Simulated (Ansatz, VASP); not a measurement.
# TaSn in VASP and in Ansatz

Contents of POSCAR:

```
TaSn
1.0
    3.2350156137      0.0000000000      0.0000000000
    0.0000000000      3.2350156137      0.0000000000
    0.0000000000      0.0000000000      4.2401811794
Ta Sn
1 1
Direct
    0.5000000000      0.5000000000      0.5000000000
    0.0000000000      0.0000000000      0.0000000000
```

Contents of INCAR.step1:

```
SYSTEM = TaSn
  PREC = Accurate
  ENCUT = 600
  ISMEAR = 0
  SIGMA = 0.1
  LREAL = .FALSE.
  LASPH = .TRUE.
  NELM = 100
  GGA = PE
  ALGO = Normal
  EDIFF = 1E-4
  LWAVE = .TRUE.
  LCHARG = .FALSE.
```

File INCAR.step2:

```
SYSTEM = TaSn
  PREC = Accurate
  ENCUT = 600
  EDIFF = 1E-6
  ISMEAR = 0
  SIGMA = 0.1
  LREAL = .FALSE.
  LASPH = .TRUE.
  NELM = 100
  ALGO = Normal
  ISIF = 3
  LWAVE = .FALSE.
  LCHARG = .FALSE.
  METAGGA = R2SCAN
  LMIXTAU = .TRUE.
  IBRION = 2
  NSW = 90
  EDIFFG = -0.04
  ISTART = 1
```

File KPOINTS:

```
regular mesh
0
G
  6 6 4
  0 0 0
```

Input for Ansatz:

```yaml
crystal:
  lattice:
    - [3.2350156137, 0.0, 0.0]
    - [0.0, 3.2350156137, 0.0]
    - [0.0, 0.0, 4.2401811794]
  atoms:
    - { symbol: Ta, position: [0.5, 0.5, 0.5] }
    - { symbol: Sn, position: [0.0, 0.0, 0.0] }
basis:
  ecutwfc: 500
kpoints:
  mp_grid: { grid: [6, 6, 4] }
hamiltonian:
  xc: r2scan
scf:
  occupations: { method: gaussian, width: 0.1 }
  lower_state_search: "off"
output:
  forces: true
  stress: true
  eigenvalues: true
relax:
  adjacent_minimum: "off"
  f_tol: 0.04
  max_steps: 70
  cell: { stress_tol: 0.4 }
```

Alike in both runs: task relaxation of cell and atoms; functional r2SCAN; k mesh 6 × 6 × 4; occupations gaussian, width 0.1 eV; no spin polarisation.

|  | VASP | Ansatz |
| --- | --- | --- |
| version | VASP 6.6.1 | Ansatz 0.2.0 |
| potentials or method | VASP PAW PBE potentials, release 64 (Ta_pv, Sn_d), cutoff 600 eV | scalar-relativistic, plane waves, PAW |
| valence electrons in the cell | 25 | 27 |

|  | VASP | Ansatz | Ansatz less VASP |
| --- | --- | --- | --- |
| gap on the k mesh at the Fermi level, each at its own relaxed structure (eV) | none | none | - |
| relaxed volume (Å³/atom) | 19.65 | 19.62 | -0.035 |
| relaxed length of the cell vector where the two differ most in proportion (Å) | 3.203 | 3.199 | -0.0040 |

VASP's potentials were made for PBE, not for r2SCAN. A gap of «none» marks a metal or a gap that the smearing closes. VASP's potentials hold 25 valence electrons a cell and Ansatz's 27, so a difference there can come from the potentials and not from the codes.

The k mesh is coarse, so the values compare programs but aren't converged. Spin-orbit coupling is off throughout.
